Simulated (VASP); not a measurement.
Runs of VASP 6.6.1 on TePb. The structure is that of space group Fm-3m (No. 225), or close to it. The cells are those of the table. 

```tsv
cell	gap on the mesh (eV)	pressure (GPa)
a = 4.507, b = 4.507, c = 4.564 Å, angles 59.6, 59.6, 60.8°, 2 atoms	0.91	3.1
a = 4.335 Å, angles 60.0°, 2 atoms	0.57	12.4
a = 4.679, b = 4.679, c = 4.564 Å, angles 60.8, 60.8, 58.4°, 2 atoms	0.99	-0.2
a = 4.735, b = 4.735, c = 4.678 Å, angles 60.4, 60.4, 59.2°, 2 atoms	(a)	-2.2
a = 4.565, b = 4.565, c = 4.450 Å, angles 60.8, 60.8, 58.3°, 2 atoms	(b)	3.5
a = 4.678 Å, angles 60.0°, 2 atoms	1.16	-1.4
a = 4.393, b = 4.393, c = 4.335 Å, angles 60.4, 60.4, 59.1°, 2 atoms	0.57	10.2
a = 4.621, b = 4.621, c = 4.564 Å, angles 60.4, 60.4, 59.2°, 2 atoms	1.03	0.6
```

Alike in all rows: task single point; level r2SCAN; potentials or basis VASP PAW PBE potentials, release 64 (Te, Pb_d); no spin polarisation; k mesh 8 × 8 × 8; cutoff (eV) 520; smearing gaussian 0.05 eV.

Problem. Estimate the missing entries.

Solution. (a) 1.17; (b) 0.78.

Caveats: the PAW data sets were made with another functional, which shifts forces and pressure a little; spin-orbit coupling is left out, which moves the levels of the heavy elements.

A k mesh can miss the band edges, and the runs leave out spin-orbit coupling on Pb, Te.
